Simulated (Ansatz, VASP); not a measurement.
## One calculation of TiC, two programs

File POSCAR:

```
TiC
1.0
    0.0000000000      2.2289200000      2.1964600000
    2.2289200000      0.0000000000      2.1964600000
    2.2289200000      2.2289200000      0.0000000000
Ti C
1 1
Direct
    0.0000000000      0.0000000000      0.0000000000
    0.5000000000      0.5000000000      0.5000000000
```

File INCAR.step1:

```
  PREC = Accurate
  ENCUT = 520
  ISMEAR = 0
  SIGMA = 0.15
  LREAL = F
  LASPH = T
  NELM = 60
  NBANDS = 15
  GGA = PE
  ALGO = Normal
  EDIFF = 1E-4
  LWAVE = T
  LCHARG = F
```

Contents of INCAR.step2:

```
  PREC = Accurate
  ENCUT = 520
  EDIFF = 1E-7
  ISMEAR = 0
  SIGMA = 0.15
  LREAL = F
  LASPH = T
  NELM = 60
  ALGO = Normal
  ISIF = 2
  LWAVE = F
  LCHARG = F
  METAGGA = R2SCAN
  LMIXTAU = T
  NBANDS = 15
  ISTART = 1
```

The input KPOINTS:

```
regular mesh
0
Gamma
  18 18 18
```

Input for Ansatz:

```yaml
crystal:
  lattice:
    - [0.0, 2.22892, 2.19646]
    - [2.22892, 0.0, 2.19646]
    - [2.22892, 2.22892, 0.0]
  atoms:
    - { symbol: Ti, position: [0.0, 0.0, 0.0] }
    - { symbol: C, position: [0.5, 0.5, 0.5] }
basis:
  ecutwfc: 500
kpoints:
  mp_grid: { grid: [18, 18, 18] }
hamiltonian:
  xc: r2scan
scf:
  occupations: { method: gaussian, width: 0.15 }
output:
  forces: true
  stress: true
  eigenvalues: true
```

Change from the starting cell: strain +0.030 along x and y, +0.015 along z, atoms carried along.

Alike in both runs: task single point; functional r2SCAN; k mesh 18 × 18 × 18; occupations gaussian, width 0.15 eV; no spin polarisation.

|  | VASP | Ansatz |
| --- | --- | --- |
| version | VASP 6.6.1 | Ansatz 0.2.0 |
| potentials or method | VASP PAW PBE potentials, release 64 (Ti_sv, C), cutoff 520 eV | scalar-relativistic, plane waves, PAW |
| valence electrons in the cell | 16 | 16 |

```tsv
	VASP	Ansatz	Ansatz less VASP
gap on the k mesh at the Fermi level (eV)	none	none	-
pressure (GPa)	-15.9	-16.7	-0.79
traceless stress, the component that is largest in VASP (GPa)	2.84	2.78	-0.057
```

VASP's potentials were made for PBE, not for r2SCAN. A gap of «none» marks a metal or a gap that the smearing closes.
